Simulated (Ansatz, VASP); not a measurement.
One calculation of Ta2B2O, two programs

The input INCAR:

```
ALGO = Normal
EDIFF = 1E-6
ENCUT = 520
GGA = PE
ISIF = 2
ISMEAR = 0
LASPH = True
LCHARG = False
LREAL = False
LWAVE = False
NBANDS = 25
NELM = 100
PREC = Accurate
SIGMA = 0.1
```

KPOINTS

```
k-points
0
Gamma
  12 12 8
```

POSCAR

```
Ta2B2O
1.0
    4.1177548213      0.0000000000      0.0000000000
   -2.0588774107      3.5660802818      0.0000000000
    0.0000000000      0.0000000000      4.5365826383
Ta B O
2 2 1
Direct
    0.3333333333      0.6666666667      0.3619136952
    0.6666666667      0.3333333333      0.6380863048
    0.0000000000      0.0000000000      0.3129087975
    0.0000000000      0.0000000000      0.6870912025
    0.0000000000      0.0000000000      0.0000000000
```

Input for Ansatz:

```yaml
crystal:
  lattice:
    - [4.1177548213, 0.0, 0.0]
    - [-2.0588774107, 3.5660802818, 0.0]
    - [0.0, 0.0, 4.5365826383]
  atoms:
    - { symbol: Ta, position: [0.3333333333, 0.6666666667, 0.3619136952] }
    - { symbol: Ta, position: [0.6666666667, 0.3333333333, 0.6380863048] }
    - { symbol: B, position: [0.0, 0.0, 0.3129087975] }
    - { symbol: B, position: [0.0, 0.0, 0.6870912025] }
    - { symbol: O, position: [0.0, 0.0, 0.0] }
basis:
  ecutwfc: 420
kpoints:
  mp_grid: { grid: [12, 12, 8] }
  band_path:
    path:
      - [[0.0, 0.0, 0.0], [0.5, 0.0, 0.0], [0.33333333, 0.33333333, 0.0], [0.0, 0.0, 0.0], [0.0, 0.0, 0.5], [0.5, 0.0, 0.5], [0.33333333, 0.33333333, 0.5], [0.0, 0.0, 0.5]]
      - [[0.5, 0.0, 0.5], [0.5, 0.0, 0.0]]
      - [[0.33333333, 0.33333333, 0.5], [0.33333333, 0.33333333, 0.0]]
    npoints: 14
hamiltonian:
  xc: pbe
scf:
  occupations: { method: gaussian, width: 0.1 }
  n_extra_bands: 12
output:
  forces: true
  stress: true
  eigenvalues: true
  populations: true
  dos: { projected: true, de: 0.02, nscf_kmesh: { grid: [15, 15, 10] } }
  bader: true
  write_density: true
  write_potential: true
  elf: true
  volumetric_format: npy
```

Alike in both runs: task single point; functional PBE; k mesh 12 × 12 × 8; occupations gaussian, width 0.1 eV; no spin polarisation.

```csv
,VASP,Ansatz
version,VASP 6.6.1,Ansatz 0.2.0
potentials or method,"VASP PAW PBE potentials, release 64 (Ta_pv, B, O), cutoff 520 eV","scalar-relativistic, plane waves, PAW"
valence electrons in the cell,34,38
```

Ansatz gave:

```
gap on the k mesh at the Fermi level (eV) : none
pressure (GPa)                            : 0.0
rms of the force components (eV/Å)        : 0.000
```

Q: What did VASP give for the same quantities?

A: gap on the k mesh at the Fermi level (eV): none; pressure (GPa): 0.1; rms of the force components (eV/Å): 0.010.

Atom by atom the forces differ by 0.011 eV/Å (rms over components). A gap of «none» marks a metal or a gap that the smearing closes. The functional is the same, so the differences come from potentials, cutoffs and numerics. VASP's potentials hold 34 valence electrons a cell and Ansatz's 38, so a difference there can come from the potentials and not from the codes.

Spin-orbit coupling is off throughout.
